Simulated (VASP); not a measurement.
Here is a VASP 6.6.1 calculation.

The input INCAR:

```
SYSTEM = CsBr
PREC = Accurate
ENCUT = 500
EDIFF = 1E-6
ISMEAR = 0
SIGMA = 0.01
LREAL = .FALSE.
LASPH = .TRUE.
NELM = 120
ALGO = Normal
ISIF = 2
LWAVE = .FALSE.
LCHARG = .FALSE.
GGA = PE
NBANDS = 15
GGA_COMPAT = .FALSE.
```

The input KPOINTS:

```
regular mesh
0
G
  6 6 6
  0 0 0
```

The input POSCAR:

```
CsBr
1.0
    4.2997068270      0.0000000000      0.0000000000
    0.0000000000      4.2997068270      0.0000000000
    0.0000000000      0.0000000000      4.2997068270
Cs Br
1 1
Direct
    0.0000000000      0.0000000000      0.0000000000
    0.5000000000      0.5000000000      0.5000000000
```

Potentials or basis: VASP PAW PBE potentials, release 64 (Cs_sv, Br).

Command:

```sh
$ cat potpaw_PBE.64/Cs_sv/POTCAR potpaw_PBE.64/Br/POTCAR > POTCAR
$ mpirun -np 1 vasp_std > vasp.out
```

(1) Predict the band gap on the k mesh.

(2) What does it give for the pressure?

## Answers

(1) 4.48 eV, indirect (the least direct gap lies 3.1 meV higher).

(2) 0.9 GPa.

Caveat: spin-orbit coupling is left out, which moves the levels of the heavy elements.
